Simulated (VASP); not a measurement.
# Na4AlO (C2/m) in VASP: single point with PBE

Aim: the single point of Na4AlO with PBE.

Everything below comes from runs of VASP 6.6.1. Logs are shortened: lines on timing, memory, paths and dates and some standing lists are left out, and cuts for length are marked.

### Step 1. The cell of the first run

The structure is monoclinic, space group C2/m (No. 12). The conventional cell has a = 18.692 Å, b = 4.109 Å, c = 3.736 Å, α = 90.00°, β = 95.71°, γ = 90.00°. Within 3.4 Å of Na (site symmetry m) lie 2 O at 2.57 Å and 3 Na at 3.10 to 3.33 Å and 4 Al at 3.14 to 3.22 Å. Within 4.4 Å of Na (site symmetry m) lie 13 Na at 3.33 to 4.19 Å and 1 Al at 3.61 Å and 2 O at 3.92 to 4.21 Å. Within 2.5 Å of Al (site symmetry 2/m) lie 2 O at 1.87 Å. O (site symmetry 2/m) has 2 Al at 1.87 Å and 4 Na at 2.57 Å within 2.6 Å.

The cell was generated, and may not be a known phase.

### Step 2. Single point, PBE, collinear spin, ferromagnetic start

INCAR

```
SYSTEM = Na4AlO
PREC = Accurate
ENCUT = 520
EDIFF = 1E-7
ISMEAR = 0
SIGMA = 0.1
LREAL = .False.
LASPH = .True.
NELM = 150
ALGO = Normal
ISIF = 2
LWAVE = .False.
LCHARG = .True.
ISPIN = 2
MAGMOM = 0 0 0 0 0 1
LORBIT = 11
GGA = PE
LELF = .True.
LVHAR = .True.
NBANDS = 32
```

KPOINTS

```
regular mesh
0
Gamma
  4 4 6
  0 0 0
```

POSCAR

```
Na4AlO
1.0
    9.3460401933     -2.0547161275      0.0000000000
    9.3460401933      2.0547161275      0.0000000000
   -0.3715847677      0.0000000000      3.7170539963
Na Al O
4 1 1
Direct
    0.0831712845      0.0831712845      0.5608778671
    0.9168287155      0.9168287155      0.4391221329
    0.6933991687      0.6933991687      0.1806103817
    0.3066008313      0.3066008313      0.8193896183
    0.5000000000      0.5000000000      0.0000000000
    0.5000000000      0.5000000000      0.5000000000
```

Potentials or basis: VASP PAW PBE potentials, release 64 (Na_pv, Al, O).

Command:

```
cat potpaw_PBE.64/Na_pv/POTCAR potpaw_PBE.64/Al/POTCAR potpaw_PBE.64/O/POTCAR > POTCAR
mpirun -np 1 vasp_std > vasp.out
```

OUTCAR:

```text
SYSTEM = Na4AlO
   PREC = Accurate
   ENCUT = 520
   EDIFF = 1E-7
   ISMEAR = 0
   LREAL = .False.
   LASPH = .True.
   NELM = 150
   ISIF = 2
   ISPIN = 2
   LORBIT = 11
   GGA = PE

 ion  position               nearest neighbor table
   1  0.083  0.083  0.561-
   2  0.917  0.917  0.439-
   3  0.693  0.693  0.181-
   4  0.307  0.307  0.819-
   5  0.500  0.500  0.000-   6 1.87   6 1.87
   6  0.500  0.500  0.500-   5 1.87   5 1.87

  LATTYP: Found a base centered monoclinic cell.
 ALAT       =    18.6920803866
 B/A-ratio  =     0.2198488435
 C/A-ratio  =     0.1998483291
 COS(beta)  =    -0.0994717460

  Lattice vectors:

 A1 = (   9.3460401933,  -2.0547161275,   0.0000000000)
 A2 = (   9.3460401933,   2.0547161275,   0.0000000000)
 A3 = (  -0.3715847677,   0.0000000000,   3.7170539963)

Analysis of symmetry for initial positions (statically):
=====================================================================
 Subroutine PRICEL returns:
 Original cell was already a primitive cell.

 Routine SETGRP: Setting up the symmetry group for a
 base centered monoclinic supercell.

 Subroutine GETGRP returns: Found  4 space group operations
 (whereof  4 operations were pure point group operations)
 out of a pool of  4 trial point group operations.

The static configuration has the point symmetry C_2h.

Analysis of symmetry for dynamics (positions and initial velocities):
=====================================================================
 Subroutine PRICEL returns:
 Original cell was already a primitive cell.

 Routine SETGRP: Setting up the symmetry group for a
 base centered monoclinic supercell.

 Subroutine GETGRP returns: Found  4 space group operations
 (whereof  4 operations were pure point group operations)
 out of a pool of  4 trial point group operations.

The dynamic configuration has the point symmetry C_2h.

Analysis of structural, dynamic, and magnetic symmetry:
=====================================================================
 Subroutine PRICEL returns:
 Original cell was already a primitive cell.

 Routine SETGRP: Setting up the symmetry group for a
 base centered monoclinic supercell.

 Subroutine GETGRP returns: Found  4 space group operations
 (whereof  4 operations were pure point group operations)
 out of a pool of  4 trial point group operations.

The overall configuration has the point symmetry C_2h.

 Subroutine INISYM returns: Found  4 space group operations
 (whereof  4 operations are pure point group operations),
 and found     1 'primitive' translations

----------------------------------------------------------------------------------------

                                     Primitive cell

  volume of cell :     142.7606

  direct lattice vectors                    reciprocal lattice vectors
     9.346040193 -2.054716127  0.000000000     0.053498593 -0.243342617  0.005348123
     9.346040193  2.054716127  0.000000000     0.053498593  0.243342617  0.005348123
    -0.371584768  0.000000000  3.717053996     0.000000000  0.000000000  0.269030259

  length of vectors
     9.569238510  9.569238510  3.735581033     0.249211419  0.249211419  0.269030259

  position of ions in fractional coordinates (direct lattice)
     0.083171284  0.083171284  0.560877867
     0.916828716  0.916828716  0.439122133
     0.693399169  0.693399169  0.180610382
     0.306600831  0.306600831  0.819389618
     0.500000000  0.500000000  0.000000000
     0.500000000  0.500000000  0.500000000

  ion indices of the primitive-cell ions
   primitive index   ion index
                 1           1
                 2           2
                 3           3
                 4           4
                 5           5
                 6           6

----------------------------------------------------------------------------------------

 KPOINTS: regular mesh

Automatic generation of k-mesh.
[... 26 lines left out ...]
  0.250000  0.250000  0.000000      2.000000
  0.500000  0.250000 -0.000000      4.000000
 -0.250000  0.250000  0.000000      2.000000
[... 16 lines left out ...]
  0.500000  0.250000  0.333333      4.000000
 -0.250000  0.250000  0.333333      4.000000
 [... further k-points ...]
   k-points           NKPTS =     34   k-points in BZ     NKDIM =     34   number of bands    NBANDS=     32
   number of dos      NEDOS =    301   number of ions     NIONS =      6
   total plane-waves  NPLWV = 145152
   dimension x,y,z NGX =    72 NGY =   72 NGZ =   28
   dimension x,y,z NGXF=   144 NGYF=  144 NGZF=   56
   ions per type =               4   1   1
   NGX,Y,Z   is equivalent  to a cutoff of  12.51, 12.51, 12.46 a.u.
   NGXF,Y,Z  is equivalent  to a cutoff of  25.02, 25.02, 24.92 a.u.
 SYSTEM =  Na4AlO
   PREC   = accura    normal or accurate (medium, high low for compatibility)
   ISTART =      0    job   : 0-new  1-cont  2-samecut
   ICHARG =      2    charge: 1-file 2-atom 10-const
   ISPIN  =      2    spin polarized calculation?
   LNONCOLLINEAR =      F non collinear calculations
   LSORBIT =      F    spin-orbit coupling
   LASPH  =      T    aspherical Exc in radial PAW
   ENCUT  =  520.0 eV  38.22 Ry    6.18 a.u.  17.79 17.79  6.95*2*pi/ulx,y,z
   NELM   =    150;   NELMIN=  2; NELMDL= -5     # of ELM steps
   EDIFF  = 0.1E-06   stopping-criterion for ELM
   LREAL  =      F    real-space projection
   EDIFFG = 0.1E-05   stopping-criterion for IOM
   NSW    =      0    number of steps for IOM
   IBRION =     -1    ionic relax: 0-MD 1-quasi-New 2-CG
   NFREE  =      0    steps in history (QN), initial steepest desc. (CG)
   ISIF   =      2    stress and relaxation
   ISYM   =      2    0-nonsym 1-usesym 2-fastsym
   POTIM  = 0.5000    time-step for ionic-motion
   TEBEG  =    0.0;   TEEND  =   0.0 temperature during run
   PSTRESS=    0.0 pullay stress
   NELECT =      37.0000    total number of electrons
   NUPDOWN=      -1.0000    fix difference up-down
   EMIN   =  10.00;   EMAX   =-10.00  energy-range for DOS
   EFERMI =   0.00;   METHOD = LEGACY
   ISMEAR =     0;   SIGMA  =   0.10  broadening in eV -4-tet -1-fermi 0-gaus
   EFERMI_NEDOS =   21; number of points for ismear=-14 and -15
   IALGO  =     38    algorithm
   IMIX   =      4    mixing-type and parameters
     AMIX     =   0.40;   BMIX     =  1.00
     AMIX_MAG =   1.60;   BMIX_MAG =  1.00
  volume/ion in A,a.u.               =      23.79       160.57
  Fermi-wavevector in a.u.,A,eV,Ry     =   1.043773  1.972445 14.823025  1.089462
  Thomas-Fermi vector in A             =   2.178497
   LORBIT       =     11    0 simple, 1 ext, 2 COOP (PROOUT), +10 PAW based schemes
   GGA     = PE    functional components
   LHFCALC =     F    Hartree Fock is set to
   AEXX    =    0.0000 exact exchange contribution
   IVDW    =     0    specifies the selected vdW correction
   LEPSILON=     F    determine dielectric tensor
   LRPA    =     F    only Hartree local field effects (RPA)
 spin polarized calculation
 Gauss-broadening in eV      SIGMA  =   0.10
  energy-cutoff  :      520.00
  volume of cell :      142.76
 maximum number of plane-waves:      3862
   NGX = 35   NGY = 35   NGZ = 13

 number of electron      37.0000010 magnetization       0.0001254

 number of electron      37.0000010 magnetization      -0.0001148

 Free energy of the ion-electron system (eV)
  ---------------------------------------------------
  ext. energy  EPLUGINS =         0.00000000
  ---------------------------------------------------
  free energy    TOTEN  =       -17.19379545 eV

  energy without entropy =      -17.18389037  energy(sigma->0) =      -17.18884291

 E-fermi :   1.9907     XC(G=0):  -7.6756

 val. band max:        1.9700427852   @ k =   0.2500   0.2500   0.3333
 cond. band min:       2.0044958022   @ k =   0.5000   0.2500  -0.0000
 fundamental gap:      0.0344530170
 Fermi energy:         1.9907098279

 spin component 1

 k-point     1 :       0.0000    0.0000    0.0000
  band No.  band energies     occupation
      1     -22.9428      1.00000
      2     -22.9171      1.00000
      3     -22.9134      1.00000
      4     -22.9024      1.00000
      5     -22.8930      1.00000
      6     -22.8916      1.00000
[... 781 lines left out ...]
     29       8.2658      0.00000
     30       8.9005      0.00000

 [... further k-points ...]

 spin component 2

 k-point     1 :       0.0000    0.0000    0.0000
  band No.  band energies     occupation
      1     -22.9428      1.00000
      2     -22.9171      1.00000
      3     -22.9134      1.00000
      4     -22.9025      1.00000
      5     -22.8930      1.00000
      6     -22.8916      1.00000
[... 781 lines left out ...]
     29       8.2658      0.00000
     30       8.9005      0.00000

 [... further k-points ...]

 [bands above 30 left out]

------------------------ aborting loop because EDIFF is reached ----------------------------------------

  FORCE on cell =-STRESS in cart. coord.  units (eV):
  Direction    XX          YY          ZZ          XY          YZ          ZX
  --------------------------------------------------------------------------------------
  -------------------------------------------------------------------------------------
  Total        1.4753172     -0.1109422      0.1428270      0.0000000      0.0000000     -0.5259540
  in kB       16.5572293     -1.2450851      1.6029229      0.0000000      0.0000000     -5.9026904
  external PRESSURE =       5.6383557 kB  Pullay stress =       0.0000000 kB

 VOLUME and BASIS-vectors are now :
 -----------------------------------------------------------------------------
  energy-cutoff  :      520.00
  volume of cell :      142.76
      direct lattice vectors                 reciprocal lattice vectors
     9.346040193 -2.054716127  0.000000000     0.053498593 -0.243342617  0.005348123
     9.346040193  2.054716127  0.000000000     0.053498593  0.243342617  0.005348123
    -0.371584768  0.000000000  3.717053996     0.000000000  0.000000000  0.269030259

 POSITION                                       TOTAL-FORCE (eV/Angst)
 -----------------------------------------------------------------------------------
      1.34623      0.00000      2.08481         0.000781      0.000000     -0.001312
     16.97426      0.00000      1.63224        -0.000781      0.000000      0.001312
     12.89396      0.00000      0.67134         0.017645      0.000000      0.006200
      5.42653      0.00000      3.04572        -0.017645      0.000000     -0.006200
      9.34604      0.00000      0.00000         0.000000     -0.000000      0.000000
      9.16025      0.00000      1.85853         0.000000      0.000000      0.000000
 -----------------------------------------------------------------------------------
    total drift:                               -0.000000      0.000000      0.000000

  FREE ENERGIE OF THE ION-ELECTRON SYSTEM (eV)
  ---------------------------------------------------
  free  energy   TOTEN  =       -17.1937954496 eV

  energy  without entropy=      -17.1838903695  energy(sigma->0) =      -17.18884291

 total charge

# of ion       s       p       d       tot
------------------------------------------
    1        0.077   5.989   0.000   6.065
    2        0.077   5.989   0.000   6.065
    3        0.110   5.970   0.000   6.079
    4        0.110   5.970   0.000   6.079
    5        0.423   0.290   0.000   0.713
    6        1.582   3.442   0.000   5.025
--------------------------------------------------
tot          2.378  27.649   0.000  30.028

 magnetization (x)

# of ion       s       p       d       tot
------------------------------------------
    1        0.000  -0.000   0.000   0.000
    2        0.000  -0.000   0.000   0.000
    3       -0.000  -0.000   0.000  -0.000
    4       -0.000  -0.000   0.000  -0.000
    5       -0.000  -0.000   0.000  -0.000
    6       -0.000  -0.000   0.000  -0.000
--------------------------------------------------
tot         -0.000  -0.000   0.000  -0.000
```

Wall time 7.9 min (1 thread of Oxide Virtual Turin-like, shared host); peak memory 0.55 GiB.

What came out:

| Quantity | Value |
| --- | --- |
| Free energy | -17.1938 eV |
| Pressure | 0.6 GPa |
| Largest force | 0.019 eV/Å |
| Net moment | 0.00 μB per cell |
| Valence electrons inside the program's atomic spheres | Na 6.07, 6.08 (each value once); Al 0.71; O 5.03 |

Forces in eV/Å, atoms in the order of the input:
```
Na   0.001  0.000 -0.001
Na  -0.001  0.000  0.001
Na   0.018  0.000  0.006
Na  -0.018  0.000 -0.006
Al   0.000  0.000  0.000
O    0.000  0.000  0.000
```

Caveat: the k points lie up to 0.39 Å⁻¹ apart.
